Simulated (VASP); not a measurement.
A run of VASP 6.6.1 is set up as follows.

Contents of POSCAR:

```
Cd2SO
1.0
    3.9958325242      0.0000000000      0.0000000000
    0.0000000000      3.9958325242      0.0000000000
    0.0000000000      0.0000000000      5.3917546726
O Cd S
1 2 1
Direct
    0.0000000000      0.0000000000      0.0000000000
    0.0000000000      0.5000000000      0.7968472731
    0.5000000000      0.0000000000      0.2031527269
    0.5000000000      0.5000000000      0.5000000000
```

Contents of INCAR.step1:

```
SYSTEM = Cd2SO
  ALGO = Normal
  EDIFF = 1E-4
  ENCUT = 520
  GGA = PE
  ISMEAR = -1
  LASPH = .TRUE.
  LCHARG = .FALSE.
  LREAL = .FALSE.
  LWAVE = .TRUE.
  NBANDS = 26
  NELM = 100
  PREC = Accurate
  SIGMA = 0.02
```

File INCAR.step2:

```
SYSTEM = Cd2SO
  ALGO = Normal
  EDIFF = 1E-6
  ENCUT = 520
  ISIF = 2
  ISMEAR = -1
  ISTART = 1
  LASPH = .TRUE.
  LCHARG = .FALSE.
  LMIXTAU = .TRUE.
  LREAL = .FALSE.
  LWAVE = .FALSE.
  METAGGA = R2SCAN
  NBANDS = 26
  NELM = 100
  PREC = Accurate
  SIGMA = 0.02
```

KPOINTS

```
k-points
0
G
  6 6 4
  0 0 0
```

Potentials or basis: VASP PAW PBE potentials, release 64 (O, Cd, S).

The run is started by

```bash
$ cat potpaw_PBE.64/O/POTCAR potpaw_PBE.64/Cd/POTCAR potpaw_PBE.64/S/POTCAR > POTCAR
$ cp INCAR.step1 INCAR
$ mpirun -np 1 vasp_std > vasp.out
$ cp INCAR.step2 INCAR
$ mpirun -np 1 vasp_std > vasp.out
```

Question: What does it give for the largest force?

Answer: 0.084 eV/Å.

Question: Predict the pressure.

Answer: -3.6 GPa.

Forces on the atoms (eV/Å):
```
O    0.000  0.000  0.000
Cd   0.000  0.000 -0.084
Cd   0.000  0.000  0.084
S    0.000  0.000  0.000
```

Caveat: the cell stands under tension; the PAW data sets were made with another functional, which shifts forces and pressure a little.
